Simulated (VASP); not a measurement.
Write the native input for VASP 6.6.1 that does the following.

| Item | Value |
| --- | --- |
| Task | relaxation of cell and atoms |
| Functional | PBE |
| Potentials or basis | VASP PAW PBE potentials, release 64 (Hf_pv, B) |
| Cutoff | 500 eV |
| k mesh | 16 × 16 × 16 |
| Occupations | fermi-dirac, width 0.05 eV |
| Spin | no spin polarisation |
| Dipole correction | no |
| Further INCAR settings | ALGO = Normal; EDIFF = 1e-07; IBRION = 2; EDIFFG = -0.01; NSW = 80; ISIF = 3 |

The structure of HfB2 lies in POSCAR:

```
HfB2
1.0
    0.0000000000      2.5000000000      2.5000000000
    2.5000000000      0.0000000000      2.5000000000
    2.5000000000      2.5000000000      0.0000000000
Hf B
1 2
Direct
    0.0000000000      0.0000000000      0.0000000000
    0.2500000000      0.2500000000      0.2500000000
    0.7500000000      0.7500000000      0.7500000000
```

One way to write it, as run:

INCAR

```
SYSTEM = HfB2
PREC = Accurate ; ENCUT = 500
EDIFF = 1E-7 ; ISMEAR = -1
SIGMA = 0.05 ; LREAL = .False.
LASPH = .True. ; NELM = 120
ALGO = Normal ; ISIF = 3
LWAVE = .False. ; LCHARG = .False.
GGA = PE ; IBRION = 2
NSW = 80 ; EDIFFG = -0.01
GGA_COMPAT = .False. ; NELMIN = 4
```

KPOINTS

```
Automatic mesh
0
Gamma
  16 16 16
  0 0 0
```

Potentials or basis: VASP PAW PBE potentials, release 64 (Hf_pv, B).

Command:

```console
$ cat potpaw_PBE.64/Hf_pv/POTCAR potpaw_PBE.64/B/POTCAR > POTCAR
$ mpirun -np 1 vasp_std > vasp.out
```

It gave:

| Property | Result |
| --- | --- |
| Relaxed volume | 13.39 Å³/atom |
| Relaxed cell | a = 3.845 Å, b = 3.845 Å, c = 3.845 Å, α = 60.00°, β = 60.00°, γ = 60.00° |
| Space group after relaxing (to 0.1 Å) | Fm-3m (No. 225) |
| Energy gained by relaxing | 410.6 meV/atom |
| Ionic steps | 4 |
| Pressure after relaxing | 0.1 GPa |
| Band gap on the k mesh | zero (bands 8 and 9 overlap by 1.76 eV) |

Caveat: the volume moved by over 15 % at a fixed basis, so the end points are rough; spin-orbit coupling is left out, which moves the levels of the heavy elements.

It took 120 s on 1 thread of Intel Xeon 8259CL, on a shared host, peak memory 0.21 GiB.
